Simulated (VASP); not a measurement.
# TaC (Fm-3m) in VASP: electric field gradients with r2SCAN

Aim: the electric field gradients of TaC with r2SCAN.

Program: VASP 6.6.1. These are calculated values, not measurements. Logs are shortened: lines on timing, memory, paths and dates and some standing lists are left out, and cuts for length are marked.

### Step 1. The cell of the first run

Symmetry: Fm-3m, No. 225, cubic system. The conventional cell has a = 4.454 Å, b = 4.454 Å, c = 4.454 Å, α = 90.00°, β = 90.00°, γ = 90.00°. Within 2.9 Å of Ta (site symmetry m-3m) lie 6 C at 2.23 Å. Within 2.9 Å of C (site symmetry m-3m) lie 6 Ta at 2.23 Å.

### Step 2. Electric field gradients, r2SCAN

Contents of POSCAR:

```
TaC
1.0
    0.0000000000      2.2270000000      2.2270000000
    2.2270000000      0.0000000000      2.2270000000
    2.2270000000      2.2270000000      0.0000000000
Ta C
1 1
Direct
    0.0000000000      0.0000000000      0.0000000000
    0.5000000000      0.5000000000      0.5000000000
```

Contents of INCAR.step1:

```
PREC     = Accurate       # precision mode
ENCUT    = 580            # plane-wave cutoff, eV
ISMEAR   = -1             # smearing method
SIGMA    = 0.05           # smearing width, eV
LREAL    = F              # projectors in reciprocal space
LASPH    = T              # aspherical terms in the spheres
NELM     = 120            # most SCF steps
NBANDS   = 16             # bands
GGA      = PE             # functional
ALGO     = Normal         # electronic algorithm
EDIFF    = 1E-5           # SCF threshold, eV
LWAVE    = T              # write WAVECAR
LCHARG   = F              # write CHGCAR
GGA_COMPAT= F
```

Contents of INCAR.step2:

```
PREC     = Accurate       # precision mode
ENCUT    = 580            # plane-wave cutoff, eV
EDIFF    = 1E-8           # SCF threshold, eV
ISMEAR   = -1             # smearing method
SIGMA    = 0.05           # smearing width, eV
LREAL    = F              # projectors in reciprocal space
LASPH    = T              # aspherical terms in the spheres
NELM     = 120            # most SCF steps
ALGO     = Normal         # electronic algorithm
ISIF     = 2              # what is computed and relaxed
LWAVE    = F              # write WAVECAR
LCHARG   = F              # write CHGCAR
METAGGA  = R2SCAN         # meta-GGA
LMIXTAU  = T            
LEFG     = T            
NBANDS   = 16             # bands
ISTART   = 1            
GGA_COMPAT= F
```

Contents of KPOINTS:

```
Automatic mesh
0
Gamma
  16 16 16
```

Potentials or basis: VASP PAW PBE potentials, release 64 (Ta_sv_GW, C).

Launch:

```sh
$ cat potpaw_PBE.64/Ta_sv_GW/POTCAR potpaw_PBE.64/C/POTCAR > POTCAR
$ cp INCAR.step1 INCAR
$ mpirun -np 1 vasp_std > vasp.out
$ cp INCAR.step2 INCAR
$ mpirun -np 1 vasp_std > vasp.out
```

OUTCAR:

```text
PREC = Accurate
   ENCUT = 580
   EDIFF = 1E-8
   ISMEAR = -1
   LREAL = F
   LASPH = T
   NELM = 120
   ISIF = 2
   METAGGA = R2SCAN
   ISTART = 1

 ion  position               nearest neighbor table
   1  0.000  0.000  0.000-   2 2.23   2 2.23   2 2.23   2 2.23   2 2.23   2 2.23
   2  0.500  0.500  0.500-   1 2.23   1 2.23   1 2.23   1 2.23   1 2.23   1 2.23

  LATTYP: Found a face centered cubic cell.
 ALAT       =     4.4540000000

  Lattice vectors:

 A1 = (   0.0000000000,   2.2270000000,   2.2270000000)
 A2 = (   2.2270000000,   0.0000000000,   2.2270000000)
 A3 = (   2.2270000000,   2.2270000000,   0.0000000000)

Analysis of symmetry for initial positions (statically):
=====================================================================
 Subroutine PRICEL returns:
 Original cell was already a primitive cell.

 Routine SETGRP: Setting up the symmetry group for a
 face centered cubic supercell.

 Subroutine GETGRP returns: Found 48 space group operations
 (whereof 48 operations were pure point group operations)
 out of a pool of 48 trial point group operations.

The static configuration has the point symmetry O_h .

Analysis of symmetry for dynamics (positions and initial velocities):
=====================================================================
 Subroutine PRICEL returns:
 Original cell was already a primitive cell.

 Routine SETGRP: Setting up the symmetry group for a
 face centered cubic supercell.

 Subroutine GETGRP returns: Found 48 space group operations
 (whereof 48 operations were pure point group operations)
 out of a pool of 48 trial point group operations.

The dynamic configuration has the point symmetry O_h .

 Subroutine INISYM returns: Found 48 space group operations
 (whereof 48 operations are pure point group operations),
 and found     1 'primitive' translations

----------------------------------------------------------------------------------------

                                     Primitive cell

  volume of cell :      22.0897

  direct lattice vectors                    reciprocal lattice vectors
     0.000000000  2.227000000  2.227000000    -0.224517288  0.224517288  0.224517288
     2.227000000  0.000000000  2.227000000     0.224517288 -0.224517288  0.224517288
     2.227000000  2.227000000  0.000000000     0.224517288  0.224517288 -0.224517288

  length of vectors
     3.149453603  3.149453603  3.149453603     0.388875350  0.388875350  0.388875350

  position of ions in fractional coordinates (direct lattice)
     0.000000000  0.000000000  0.000000000
     0.500000000  0.500000000  0.500000000

  ion indices of the primitive-cell ions
   primitive index   ion index
                 1           1
                 2           2

----------------------------------------------------------------------------------------

 KPOINTS: Automatic mesh

Automatic generation of k-mesh.
 Grid dimensions read from file:
 generate k-points for:   16   16   16

 Generating k-lattice:

  Cartesian coordinates                     Fractional coordinates (reciprocal lattice)
    -0.014032330  0.014032330  0.014032330     0.062500000  0.000000000  0.000000000
     0.014032330 -0.014032330  0.014032330     0.000000000  0.062500000  0.000000000
     0.014032330  0.014032330 -0.014032330     0.000000000  0.000000000  0.062500000

  Length of vectors
     0.024304709  0.024304709  0.024304709

  Shift w.r.t. Gamma in fractional coordinates (k-lattice)
     0.000000000  0.000000000  0.000000000

 Subroutine IBZKPT returns following result:
 ===========================================

 Found    145 irreducible k-points:

 Following reciprocal coordinates:
            Coordinates               Weight
  0.000000  0.000000  0.000000      1.000000
  0.062500  0.000000  0.000000      8.000000
  0.125000  0.000000  0.000000      8.000000
  0.187500  0.000000  0.000000      8.000000
  0.250000  0.000000  0.000000      8.000000
  0.312500  0.000000  0.000000      8.000000
[... 16 lines left out ...]
 -0.125000  0.062500  0.000000     24.000000
 -0.062500  0.062500  0.000000     12.000000
 [... further k-points ...]
   k-points           NKPTS =    145   k-points in BZ     NKDIM =    145   number of bands    NBANDS=     16
   number of dos      NEDOS =    301   number of ions     NIONS =      2
   total plane-waves  NPLWV =  21952
   dimension x,y,z NGX =    28 NGY =   28 NGZ =   28
   dimension x,y,z NGXF=    56 NGYF=   56 NGZF=   56
   ions per type =               1   1
   NGX,Y,Z   is equivalent  to a cutoff of  14.78, 14.78, 14.78 a.u.
   NGXF,Y,Z  is equivalent  to a cutoff of  29.56, 29.56, 29.56 a.u.
 SYSTEM =  unknown system
   PREC   = accura    normal or accurate (medium, high low for compatibility)
   ISTART =      1    job   : 0-new  1-cont  2-samecut
   ICHARG =      0    charge: 1-file 2-atom 10-const
   ISPIN  =      1    spin polarized calculation?
   LNONCOLLINEAR =      F non collinear calculations
   LSORBIT =      F    spin-orbit coupling
   LASPH  =      T    aspherical Exc in radial PAW
   ENCUT  =  580.0 eV  42.63 Ry    6.53 a.u.   6.18  6.18  6.18*2*pi/ulx,y,z
   NELM   =    120;   NELMIN=  2; NELMDL=  0     # of ELM steps
   EDIFF  = 0.1E-07   stopping-criterion for ELM
   LREAL  =      F    real-space projection
   EDIFFG = 0.1E-06   stopping-criterion for IOM
   NSW    =      0    number of steps for IOM
   IBRION =     -1    ionic relax: 0-MD 1-quasi-New 2-CG
   NFREE  =      0    steps in history (QN), initial steepest desc. (CG)
   ISIF   =      2    stress and relaxation
   ISYM   =      2    0-nonsym 1-usesym 2-fastsym
   POTIM  = 0.5000    time-step for ionic-motion
   TEBEG  =    0.0;   TEEND  =   0.0 temperature during run
   PSTRESS=    0.0 pullay stress
   NELECT =      17.0000    total number of electrons
   NUPDOWN=      -1.0000    fix difference up-down
   EMIN   =  10.00;   EMAX   =-10.00  energy-range for DOS
   EFERMI =   0.00;   METHOD = LEGACY
   ISMEAR =    -1;   SIGMA  =   0.05  broadening in eV -4-tet -1-fermi 0-gaus
   EFERMI_NEDOS =   21; number of points for ismear=-14 and -15
   IALGO  =     38    algorithm
   IMIX   =      4    mixing-type and parameters
     AMIX     =   0.40;   BMIX     =  1.00
     AMIX_MAG =   1.60;   BMIX_MAG =  1.00
  volume/ion in A,a.u.               =      11.04        74.53
  Fermi-wavevector in a.u.,A,eV,Ry     =   1.500241  2.835044 30.622931  2.250722
  Thomas-Fermi vector in A             =   2.611767
   LORBIT       =      0    0 simple, 1 ext, 2 COOP (PROOUT), +10 PAW based schemes
   METAGGA = R2SCAN    functional components
   LHFCALC =     F    Hartree Fock is set to
   AEXX    =    0.0000 exact exchange contribution
   IVDW    =     0    specifies the selected vdW correction
   LEPSILON=     F    determine dielectric tensor
   LRPA    =     F    only Hartree local field effects (RPA)
 non-spin polarized calculation
  energy-cutoff  :      580.00
  volume of cell :       22.09
 maximum number of plane-waves:       725
 NGX is ok and might be reduce to    28
   NGX = 13   NGY = 13   NGZ = 13

 number of electron      17.0000000 magnetization

 Free energy of the ion-electron system (eV)
  ---------------------------------------------------
  ext. energy  EPLUGINS =         0.00000000
  ---------------------------------------------------
  free energy    TOTEN  =       -62.41718621 eV

  energy without entropy =      -62.41411906  energy(sigma->0) =      -62.41565263

 E-fermi :  12.5370     XC(G=0): -14.5372

 val. band max:       12.5319961543   @ k =   0.1250   0.0625   0.0000
 cond. band min:      12.5900791018   @ k =   0.0625   0.0625   0.0000
 fundamental gap:      0.0580829475
 Fermi energy:        12.5370464592

 k-point     1 :       0.0000    0.0000    0.0000
  band No.  band energies     occupation
      1     -58.4047      2.00000
      2     -23.8813      2.00000
      3     -23.8813      2.00000
      4     -23.8813      2.00000
      5      -3.1855      2.00000
      6      11.2008      2.00000
[... 8 lines left out ...]
     15      23.0370      0.00000
     16      37.0050      0.00000
[... 419 lines left out ...]
 k-point    24 :      -0.0625    0.0625    0.0000
  band No.  band energies     occupation
      1     -58.3998      2.00000
      2     -23.9527      2.00000
      3     -23.9012      2.00000
      4     -23.8833      2.00000
      5      -2.8872      2.00000
      6       9.9203      2.00000
[... 8 lines left out ...]
     15      23.7661      0.00000
     16      34.2541      0.00000

 [... further k-points ...]

------------------------ aborting loop because EDIFF is reached ----------------------------------------

  FORCE on cell =-STRESS in cart. coord.  units (eV):
  Direction    XX          YY          ZZ          XY          YZ          ZX
  --------------------------------------------------------------------------------------
  -------------------------------------------------------------------------------------
  Total        0.2145936      0.2145936      0.2145936     -0.0000000      0.0000000      0.0000000
  in kB       15.5645527     15.5645527     15.5645527     -0.0000000      0.0000000      0.0000000
  external PRESSURE =      15.5645527 kB  Pullay stress =       0.0000000 kB

 VOLUME and BASIS-vectors are now :
 -----------------------------------------------------------------------------
  energy-cutoff  :      580.00
  volume of cell :       22.09
      direct lattice vectors                 reciprocal lattice vectors
     0.000000000  2.227000000  2.227000000    -0.224517288  0.224517288  0.224517288
     2.227000000  0.000000000  2.227000000     0.224517288 -0.224517288  0.224517288
     2.227000000  2.227000000  0.000000000     0.224517288  0.224517288 -0.224517288

 POSITION                                       TOTAL-FORCE (eV/Angst)
 -----------------------------------------------------------------------------------
      0.00000      0.00000      0.00000         0.000000     -0.000000      0.000000
      2.22700      2.22700      2.22700        -0.000000      0.000000      0.000000
 -----------------------------------------------------------------------------------
    total drift:                               -0.000000      0.000000      0.000000

  FREE ENERGIE OF THE ION-ELECTRON SYSTEM (eV)
  ---------------------------------------------------
  free  energy   TOTEN  =       -62.4171862061 eV

  energy  without entropy=      -62.4141190638  energy(sigma->0) =      -62.41565263

 Electric field gradients (V/A^2)
---------------------------------------------------------------------
 ion       V_xx      V_yy      V_zz      V_xy      V_xz      V_yz
---------------------------------------------------------------------
   1       0.000     0.000     0.000    -0.000    -0.000    -0.000
   2      -0.000    -0.000    -0.000     0.000     0.000     0.000
---------------------------------------------------------------------

 Electric field gradients after diagonalization (V/A^2)
 (convention: |V_zz| > |V_xx| > |V_yy|)
----------------------------------------------------------------------
 ion       V_xx      V_yy      V_zz     asymmetry (V_yy - V_xx)/ V_zz
----------------------------------------------------------------------
   1       0.000     0.000    -0.001       0.000
   2      -0.000    -0.000     0.000       0.000
----------------------------------------------------------------------

           NMR quadrupolar parameters

 Cq : quadrupolar parameter    Cq=e*Q*V_zz/h
 eta: asymmetry parameters     (V_yy - V_xx)/ V_zz
 Q  : nuclear electric quadrupole moment in mb (millibarn)
----------------------------------------------------------------------
 ion       Cq(MHz)       eta       Q (mb)
----------------------------------------------------------------------
   1      -0.000       0.000       1.000
   2       0.000       0.000       1.000
----------------------------------------------------------------------
```

It took 8.8 min on 1 thread of AMD EPYC 7R43 (Zen 3), shared host; peak memory 0.19 GiB.

Results:

| Item | Value |
| --- | --- |
| Free energy | -62.4172 eV |
| Pressure | 1.6 GPa |
| Band gap on the k mesh | zero (an odd number of electrons rules out a gap without spin polarisation) |
| Largest electric field gradient by atom | under 0.05 V/Å² on every atom |

Levels at points of the mesh, in eV from the Fermi level:
```csv
k point,band 5,band 6,band 7,band 8,band 9,band 10,band 11,band 12,band 13,band 14
"(0.00, 0.00, 0.00)",-15.72,-1.34,-1.34,-1.34,-0.62,-0.62,-0.62,0.65,0.65,7.04
"(0.50, 0.00, 0.00)",-11.24,-9.12,-5.81,-5.81,2.85,2.85,3.93,5.65,10.37,10.37
"(0.50, 0.50, 0.00)",-13.62,-4.97,-4.63,-1.99,-1.99,2.66,4.25,4.25,7.29,8.55
```

Caveat: the PAW data sets were made with another functional, which shifts forces and pressure a little; spin-orbit coupling is left out, which moves the levels of the heavy elements; an odd number of electrons without spin polarisation forces a metal; a magnetic or distorted state may lie lower.

The gap in the log of VASP goes by the Fermi energy; the results here count the filled bands.